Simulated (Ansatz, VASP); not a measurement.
One calculation of Pb, two programs

INCAR

```
PREC = Accurate
ENCUT = 520
EDIFF = 1E-8
ISMEAR = -1
SIGMA = 0.08
LREAL = False
LASPH = True
NELM = 100
ALGO = Normal
ISIF = 2
LWAVE = False
LCHARG = False
GGA = PS
LEFG = True
NBANDS = 21
```

The input KPOINTS:

```
regular mesh
0
Gamma
  14 14 8
```

The input POSCAR:

```
Pb
1.0
    3.4089603348      0.0000000000      0.0000000000
   -1.7044801674      2.9522462504      0.0000000000
    0.0000000000      0.0000000000      5.4758863477
Pb
2
Direct
    0.3333333333      0.6666666667      0.2500000000
    0.6666666667      0.3333333333      0.7500000000
```

Input for Ansatz:

```yaml
crystal:
  lattice:
    - [3.4089603348, 0.0, 0.0]
    - [-1.7044801674, 2.9522462504, 0.0]
    - [0.0, 0.0, 5.4758863477]
  atoms:
    - { symbol: Pb, position: [0.3333333333, 0.6666666667, 0.25] }
    - { symbol: Pb, position: [0.6666666667, 0.3333333333, 0.75] }
kpoints:
  mp_grid: { grid: [14, 14, 8] }
scf:
  occupations: { method: fermi_dirac, width: 0.08 }
hamiltonian:
  xc: pbesol
  pseudopotentials: { kind: paw }
output:
  forces: true
  stress: true
  eigenvalues: true
  efg: { contact_densities: true }
  write_density: true
  write_potential: true
  elf: true
  volumetric_format: npy
```

Change from the starting cell: volume scaled by 0.94, PAW files.

Alike in both runs: task electric field gradients; functional PBEsol; k mesh 14 × 14 × 8; occupations fermi-dirac, width 0.08 eV; no spin polarisation.

```csv
,VASP,Ansatz
version,VASP 6.6.1,Ansatz 0.2.0
potentials or method,"VASP PAW PBE potentials, release 64 (Pb_d)","PAW with Ansatz's default frozen-core files, scalar-relativistic"
plane-wave cutoff (eV),520,420
valence electrons in the cell,28,28
```

```csv
,VASP,Ansatz,Ansatz less VASP
pressure (GPa),4.6,4.7,+0.08
"traceless stress, the component that is largest in VASP (GPa)",1.65,1.65,+0.003
size of Vzz on the site where it differs most (V/Å²),59.8,62.0,+2.18
```

VASP's potentials were made for PBE, not for PBEsol. The functional is the same, so the differences come from potentials, cutoffs and numerics.

Neither program's run includes spin-orbit coupling.
